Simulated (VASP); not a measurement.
Wanted: the native input for a VASP 6.6.1 run.

| Item | Value |
| --- | --- |
| Task | single point |
| Functional | LDA |
| Potentials or basis | VASP PAW LDA potentials, release 64 (Te, Mo_sv) |
| Cutoff | 520 eV |
| k mesh | 9 × 9 × 2 |
| Occupations | fermi-dirac, width 0.05 eV |
| Spin | no spin polarisation |
| Dipole correction | no |
| Further INCAR settings | ALGO = Normal; EDIFF = 1e-07; NBANDS = 20 |

The structure of Te2Mo lies in POSCAR:

```
Te2Mo
1.0
    3.6070833553      0.0000000000      0.0000000000
   -1.8035416776      3.1238258192      0.0000000000
    0.0000000000      0.0000000000     17.7546639734
Te Mo
2 1
Direct
    0.3333333333      0.6666666667      0.1021445500
    0.3333333333      0.6666666667      0.8978554500
    0.0000000000      0.0000000000      0.0000000000
```

This cell differs from its parent crystal: volume scaled by 1.04.

These files were run (other wordings do the same):

INCAR

```
PREC     = Accurate       # precision mode
ENCUT    = 520            # plane-wave cutoff, eV
EDIFF    = 1E-7           # SCF threshold, eV
ISMEAR   = -1             # smearing method
SIGMA    = 0.05           # smearing width, eV
LREAL    = False          # projectors in reciprocal space
LASPH    = True           # aspherical terms in the spheres
NELM     = 80             # most SCF steps
ALGO     = Normal         # electronic algorithm
ISIF     = 2              # what is computed and relaxed
LWAVE    = False          # write WAVECAR
LCHARG   = True           # write CHGCAR
GGA      = CA             # functional
LELF     = True           # ELF
LVHAR    = True         
NBANDS   = 20             # bands
```

KPOINTS

```
Automatic mesh
0
Gamma
  9 9 2
```

Potentials or basis: VASP PAW LDA potentials, release 64 (Te, Mo_sv).

Command:

```bash
$ cat potpaw_LDA.64/Te/POTCAR potpaw_LDA.64/Mo_sv/POTCAR > POTCAR
$ mpirun -np 1 vasp_std > vasp.out
```

Results of the run:

```yaml
Largest_force: 0.877 eV/Å
Band_gap_on_the_k_mesh: 0.98 eV, direct
```

Caveat: spin-orbit coupling is left out, which moves the levels of the heavy elements.

Wall time 72 s on 1 thread of Intel(R) Xeon(R) Platinum 8559C (Emerald Rapids), on a shared host, peak memory 0.3 GiB.
